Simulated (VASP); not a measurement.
# KCl (Pm-3m) in VASP: single point with LDA

Aim: the single point of KCl with LDA.

Everything below comes from runs of VASP 6.6.1. Logs are shortened: lines on timing, memory, paths and dates and some standing lists are left out, and cuts for length are marked.

### 1 The cell of the first run

Symmetry: Pm-3m, No. 221, cubic system. Conventional cell: a = 3.839 Å, b = 3.839 Å, c = 3.839 Å, α = 90.00°, β = 90.00°, γ = 90.00°. K (site symmetry m-3m) has 8 Cl at 3.32 Å and 6 K at 3.84 Å within 4.4 Å. Within 4.4 Å of Cl (site symmetry m-3m) lie 8 K at 3.32 Å and 6 Cl at 3.84 Å.

### 2 Single point, LDA

Contents of INCAR:

```
  PREC = Accurate
  ENCUT = 520
  EDIFF = 1E-6
  ISMEAR = 0
  SIGMA = 0.05
  LREAL = False
  LASPH = True
  NELM = 60
  ALGO = Normal
  ISIF = 2
  LWAVE = False
  LCHARG = True
  LELF = True
  LVHAR = True
  NBANDS = 15
```

Contents of KPOINTS:

```
regular mesh
0
Gamma
  6 6 6
```

Contents of POSCAR:

```
KCl
1.0
    3.8391960000      0.0000000000      0.0000000000
    0.0000000000      3.8391960000      0.0000000000
    0.0000000000      0.0000000000      3.8391960000
K Cl
1 1
Direct
    0.0000000000      0.0000000000      0.0000000000
    0.5000000000      0.5000000000      0.5000000000
```

Potentials or basis: VASP PAW LDA potentials, release 64 (K_sv, Cl).

Started as:

```console
> cat potpaw_LDA.64/K_sv/POTCAR potpaw_LDA.64/Cl/POTCAR > POTCAR
> mpirun -np 1 vasp_std > vasp.out
```

OUTCAR:

```text
PREC = Accurate
   ENCUT = 520
   EDIFF = 1E-6
   ISMEAR = 0
   LREAL = False
   LASPH = True
   NELM = 60
   ISIF = 2

 ion  position               nearest neighbor table
   1  0.000  0.000  0.000-
   2  0.500  0.500  0.500-

  LATTYP: Found a simple cubic cell.
 ALAT       =     3.8391960000

  Lattice vectors:

 A1 = (   3.8391960000,   0.0000000000,   0.0000000000)
 A2 = (   0.0000000000,   3.8391960000,   0.0000000000)
 A3 = (   0.0000000000,   0.0000000000,   3.8391960000)

Analysis of symmetry for initial positions (statically):
=====================================================================
 Subroutine PRICEL returns:
 Original cell was already a primitive cell.

 Routine SETGRP: Setting up the symmetry group for a
 simple cubic supercell.

 Subroutine GETGRP returns: Found 48 space group operations
 (whereof 48 operations were pure point group operations)
 out of a pool of 48 trial point group operations.

The static configuration has the point symmetry O_h .

Analysis of symmetry for dynamics (positions and initial velocities):
=====================================================================
 Subroutine PRICEL returns:
 Original cell was already a primitive cell.

 Routine SETGRP: Setting up the symmetry group for a
 simple cubic supercell.

 Subroutine GETGRP returns: Found 48 space group operations
 (whereof 48 operations were pure point group operations)
 out of a pool of 48 trial point group operations.

The dynamic configuration has the point symmetry O_h .

 Subroutine INISYM returns: Found 48 space group operations
 (whereof 48 operations are pure point group operations),
 and found     1 'primitive' translations

----------------------------------------------------------------------------------------

                                     Primitive cell

  volume of cell :      56.5875

  direct lattice vectors                    reciprocal lattice vectors
     3.839196000  0.000000000  0.000000000     0.260471203  0.000000000  0.000000000
     0.000000000  3.839196000  0.000000000     0.000000000  0.260471203  0.000000000
     0.000000000  0.000000000  3.839196000     0.000000000  0.000000000  0.260471203

  length of vectors
     3.839196000  3.839196000  3.839196000     0.260471203  0.260471203  0.260471203

  position of ions in fractional coordinates (direct lattice)
     0.000000000  0.000000000  0.000000000
     0.500000000  0.500000000  0.500000000

  ion indices of the primitive-cell ions
   primitive index   ion index
                 1           1
                 2           2

[... 79 lines left out ...]
   EMIN   =  10.00;   EMAX   =-10.00  energy-range for DOS
   EFERMI =   0.00;   METHOD = LEGACY
   ISMEAR =     0;   SIGMA  =   0.05  broadening in eV -4-tet -1-fermi 0-gaus
   EFERMI_NEDOS =   21; number of points for ismear=-14 and -15
   IALGO  =     38    algorithm
   IMIX   =      4    mixing-type and parameters
     AMIX     =   0.40;   BMIX     =  1.00
     AMIX_MAG =   1.60;   BMIX_MAG =  1.00
  volume/ion in A,a.u.               =      28.29       190.94
  Fermi-wavevector in a.u.,A,eV,Ry     =   1.074504  2.030517 15.708715  1.154558
  Thomas-Fermi vector in A             =   2.210334
   LORBIT       =      0    0 simple, 1 ext, 2 COOP (PROOUT), +10 PAW based schemes
   GGA     = CA    functional components
   LHFCALC =     F    Hartree Fock is set to
   AEXX    =    0.0000 exact exchange contribution
   IVDW    =     0    specifies the selected vdW correction
   LEPSILON=     F    determine dielectric tensor
   LRPA    =     F    only Hartree local field effects (RPA)
 non-spin polarized calculation
 Gauss-broadening in eV      SIGMA  =   0.05
  energy-cutoff  :      520.00
  volume of cell :       56.59
 maximum number of plane-waves:      1568
 NGX is ok and might be reduce to    30
   NGX = 15   NGY = 15   NGZ = 15

 number of electron      16.0000008 magnetization

 Free energy of the ion-electron system (eV)
  ---------------------------------------------------
  ext. energy  EPLUGINS =         0.00000000
  ---------------------------------------------------
  free energy    TOTEN  =        -7.25539794 eV

  energy without entropy =       -7.25539794  energy(sigma->0) =       -7.25539794

 E-fermi :  -0.7396     XC(G=0):  -8.6224

 val. band max:       -1.0702648162   @ k =   0.5000   0.5000   0.0000
 cond. band min:       3.2984648266   @ k =   0.0000   0.0000   0.0000
 fundamental gap:      4.3687296428
 Fermi energy:        -0.7395648197

 k-point     1 :       0.0000    0.0000    0.0000
  band No.  band energies     occupation
      1     -28.7473      2.00000
      2     -13.5556      2.00000
      3     -12.3658      2.00000
      4     -12.3658      2.00000
      5     -12.3658      2.00000
      6      -1.2822      2.00000
      7      -1.2822      2.00000
      8      -1.2822      2.00000
      9       3.2985      0.00000
     10       5.1720      0.00000
     11       5.1720      0.00000
     12       9.4119      0.00000
     13       9.4119      0.00000
     14       9.4119      0.00000
[... 329 lines left out ...]
      2     -13.1380      2.00000
      3     -12.5475      2.00000
      4     -12.5475      2.00000
      5     -12.5475      2.00000
      6      -2.4380      2.00000
      7      -2.4380      2.00000
      8      -2.4380      2.00000
      9       7.3727      0.00000
     10       7.3727      0.00000
     11       7.3727      0.00000
     12       8.5898      0.00000
     13       8.5898      0.00000
     14       8.5898      0.00000
     15      11.0920      0.00000

------------------------ aborting loop because EDIFF is reached ----------------------------------------

  FORCE on cell =-STRESS in cart. coord.  units (eV):
  Direction    XX          YY          ZZ          XY          YZ          ZX
  --------------------------------------------------------------------------------------
  -------------------------------------------------------------------------------------
  Total       -1.1037703     -1.1037703     -1.1037703      0.0000000     -0.0000000      0.0000000
  in kB      -31.2513260    -31.2513260    -31.2513260      0.0000000     -0.0000000      0.0000000
  external PRESSURE =     -31.2513260 kB  Pullay stress =       0.0000000 kB

 VOLUME and BASIS-vectors are now :
 -----------------------------------------------------------------------------
  energy-cutoff  :      520.00
  volume of cell :       56.59
      direct lattice vectors                 reciprocal lattice vectors
     3.839196000  0.000000000  0.000000000     0.260471203  0.000000000  0.000000000
     0.000000000  3.839196000  0.000000000     0.000000000  0.260471203  0.000000000
     0.000000000  0.000000000  3.839196000     0.000000000  0.000000000  0.260471203

 POSITION                                       TOTAL-FORCE (eV/Angst)
 -----------------------------------------------------------------------------------
      0.00000      0.00000      0.00000         0.000000      0.000000      0.000000
      1.91960      1.91960      1.91960         0.000000      0.000000      0.000000
 -----------------------------------------------------------------------------------
    total drift:                                0.000000      0.000000     -0.000000

  FREE ENERGIE OF THE ION-ELECTRON SYSTEM (eV)
  ---------------------------------------------------
  free  energy   TOTEN  =        -7.2553979359 eV

  energy  without entropy=       -7.2553979359  energy(sigma->0) =       -7.25539794
```

Wall time 13 s (1 thread of Intel Xeon Platinum 8259CL at 2.50GHz (Skylake/Cascade Lake), shared host); peak memory 0.15 GiB.

Results:

```yaml
Free_energy: -7.2554 eV
Pressure: -3.1 GPa
Band_gap_on_the_k_mesh: 4.37 eV (least direct gap 4.58 eV)
```

Caveat: the cell stands under tension. A k mesh can miss the band edges.
